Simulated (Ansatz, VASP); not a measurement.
**Two plane-wave programs on Ga**

INCAR

```
  ALGO = Normal
  EDIFF = 1E-6
  ENCUT = 520
  GGA = PE
  ISIF = 2
  ISMEAR = 0
  LASPH = T
  LCHARG = F
  LREAL = F
  LWAVE = F
  NBANDS = 12
  NELM = 100
  PREC = Accurate
  SIGMA = 0.05
```

File KPOINTS:

```
k-points
0
Gamma
  8 8 8
```

File POSCAR:

```
Ga
1.0
   -1.6954273248      1.6954273248      1.6954273248
    1.6954273248     -1.6954273248      1.6954273248
    1.6954273248      1.6954273248     -1.6954273248
Ga
1
Direct
    0.0000000000      0.0000000000      0.0000000000
```

Input for Ansatz:

```yaml
crystal:
  lattice:
    - [-1.6954273248, 1.6954273248, 1.6954273248]
    - [1.6954273248, -1.6954273248, 1.6954273248]
    - [1.6954273248, 1.6954273248, -1.6954273248]
  atoms:
    - { symbol: Ga, position: [0.0, 0.0, 0.0] }
basis:
  ecutwfc: 420
  ecutrho_ratio: 4
kpoints:
  mp_grid: { grid: [8, 8, 8] }
hamiltonian:
  xc: pbe
scf:
  occupations: { method: gaussian, width: 0.05 }
output:
  forces: true
  stress: true
  eigenvalues: true
```

Alike in both runs: task single point; functional PBE; k mesh 8 × 8 × 8; occupations gaussian, width 0.05 eV; no spin polarisation.

|  | VASP | Ansatz |
| --- | --- | --- |
| version | VASP 6.6.1 | Ansatz 0.2.0 |
| potentials or method | VASP PAW PBE potentials, release 64 (Ga_d), cutoff 520 eV | scalar-relativistic, plane waves, PAW |
| valence electrons in the cell | 13 | 13 |

```tsv
	VASP	Ansatz	Ansatz less VASP
gap on the k mesh at the Fermi level (eV)	none	none	-
pressure (GPa)	-0.5	-0.6	-0.06
```

A gap of «none» marks a metal or a gap that the smearing closes.
